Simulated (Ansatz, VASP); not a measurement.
**ZrC: VASP beside Ansatz**

```xyz
2
Lattice="0.0620 2.4374 2.4226 2.4846 0.0000 2.4846 2.4526 2.4673 0.0320" Properties=species:S:1:pos:R:3 pbc="T T T"
Zr    2.4876    2.4260    2.4816
C     0.0120    0.0263   -0.0120
```

Alike in both runs: task single point; functional PBE; k mesh 14 × 14 × 14; occupations gaussian, width 0.1 eV; no spin polarisation.

```csv
,VASP,Ansatz
version,VASP 6.6.1,Ansatz 0.2.0
potentials or method,"VASP PAW PBE potentials, release 64 (Zr_sv, C), cutoff 520 eV","scalar-relativistic, plane waves, PAW"
valence electrons in the cell,16,16
```

```csv
,VASP,Ansatz,Ansatz less VASP
gap on the k mesh at the Fermi level (eV),none,none,-
pressure (GPa),-19.1,-19.3,-0.17
"traceless stress, the component that is largest in VASP (GPa)",-5.20,-5.21,-0.005
rms of the force components (eV/Å),0.135,0.134,-0.0012
```

Atom by atom the forces differ by 0.001 eV/Å (rms over components). A gap of «none» marks a metal or a gap that the smearing closes.
